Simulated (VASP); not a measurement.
Sn3Te, 4 atoms in the cell. Symmetry: Pm-3m, No. 221, cubic system. Conventional cell: a = 4.866 Å, b = 4.866 Å, c = 4.866 Å, α = 90.00°, β = 90.00°, γ = 90.00°. Sn (site symmetry 4/mmm) has 8 Sn at 3.44 Å and 4 Te at 3.44 Å within 4.5 Å. Te (site symmetry m-3m) has 12 Sn at 3.44 Å within 4.5 Å. 

- Program: VASP 6.6.1
- Task: single point
- Functional: PBE
- Potentials or basis: VASP PAW PBE potentials, release 64 (Sn_d, Te)
- Cutoff: 520 eV
- k mesh: 5 × 5 × 5
- Occupations: fermi-dirac, width 0.1 eV
- Spin: no spin polarisation
- Dipole correction: no
- Further INCAR settings: ALGO = Normal; EDIFF = 1e-06; NBANDS = 32

Potentials or basis: VASP PAW PBE potentials, release 64 (Sn_d, Te).

The run is started by

```console
$ cat potpaw_PBE.64/Sn_d/POTCAR potpaw_PBE.64/Te/POTCAR > POTCAR
$ mpirun -np 1 vasp_std > vasp.out
```

Hardware: 1 thread of AMD EPYC 7R13, with other jobs on the host.

Task: How long does it take, and how much memory?

Result: Run time: 64 s on 1 thread of AMD EPYC 7R13, with other jobs on the host, peak memory 0.18 GiB. Counts: scf iterations 13, k points 10.
